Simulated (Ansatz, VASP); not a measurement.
**BiTe: VASP beside Ansatz**

```
Bi Te
1.0
     0.00000    3.26735    3.23500
     3.26735    0.00000    3.23500
     3.26735    3.26735    0.00000
Bi Te
1 1
Cartesian
  0.0000 0.0000 0.0000
  3.2673 3.2673 3.2350
```

Change from the starting cell: equal xx and yy strain of +1 %.

Alike in both runs: task single point; functional LDA; k mesh 10 × 10 × 10; occupations fermi-dirac, width 0.08 eV; no spin polarisation.

```csv
,VASP,Ansatz
version,VASP 6.6.1,Ansatz 0.2.0
potentials or method,"VASP PAW LDA potentials, release 64 (Bi_d, Te), cutoff 520 eV","all-electron LAPW, scalar-relativistic"
```

|  | VASP | Ansatz | Ansatz less VASP |
| --- | --- | --- | --- |
| pressure (GPa) | -3.6 | -3.6 | -0.03 |
| traceless stress, the component that is largest in VASP (GPa) | 0.42 | 0.42 | -0.001 |

LDA's correlation is that of Perdew and Zunger in VASP and of Perdew and Wang (1992) in Ansatz. Ansatz ran all-electron here, and VASP with PAW potentials.

Neither program's run includes spin-orbit coupling.
